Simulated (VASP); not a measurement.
Set up this calculation in VASP 6.6.1, as the native input.

- Task: single point
- Functional: PBEsol
- Potentials or basis: VASP PAW PBE potentials, release 64 (In_d, Pd)
- Cutoff: 520 eV
- k mesh: 14 × 14 × 14
- Occupations: gaussian, width 0.15 eV
- Spin: no spin polarisation
- Dipole correction: no
- Further INCAR settings: ALGO = Fast; EDIFF = 1e-07; NBANDS = 18

The structure of InPd lies in POSCAR:

```
InPd
1.0
    3.1708198434      0.0000000000      0.0000000000
    0.0000000000      3.1708198434      0.0000000000
    0.0000000000      0.0000000000      3.3982461783
In Pd
1 1
Direct
   -0.0049674089      0.0000000000      0.0000000000
    0.5053594057      0.5000000000      0.5000000000
```

This cell differs from its parent crystal: atoms displaced along a vibrational mode, the cell strained.

These files were run (other wordings do the same):

INCAR

```
  PREC = Accurate
  ENCUT = 520
  EDIFF = 1E-7
  ISMEAR = 0
  SIGMA = 0.15
  LREAL = False
  LASPH = True
  NELM = 100
  ALGO = Fast
  ISIF = 2
  LWAVE = False
  LCHARG = True
  GGA = PS
  LELF = True
  LVHAR = True
  NBANDS = 18
```

KPOINTS

```
regular mesh
0
Gamma
  14 14 14
```

Potentials or basis: VASP PAW PBE potentials, release 64 (In_d, Pd).

Launch:

```bash
$ cat potpaw_PBE.64/In_d/POTCAR potpaw_PBE.64/Pd/POTCAR > POTCAR
$ mpirun -np 1 vasp_std > vasp.out
```

It gave:

| Property | Result |
| --- | --- |
| Pressure | 0.5 GPa |
| Largest force | 0.134 eV/Å |
| Band gap on the k mesh | zero (an odd number of electrons rules out a gap without spin polarisation) |

Caveat: the cell differs from its parent crystal (atoms displaced along a vibrational mode, the cell strained); the PAW data sets were made with another functional, which shifts forces and pressure a little; spin-orbit coupling is left out, which moves the levels of the heavy elements.

It took 110 s on 1 thread of Intel(R) Xeon(R) 6975P-C (Granite Rapids), with other jobs on the host, peak memory 0.42 GiB.
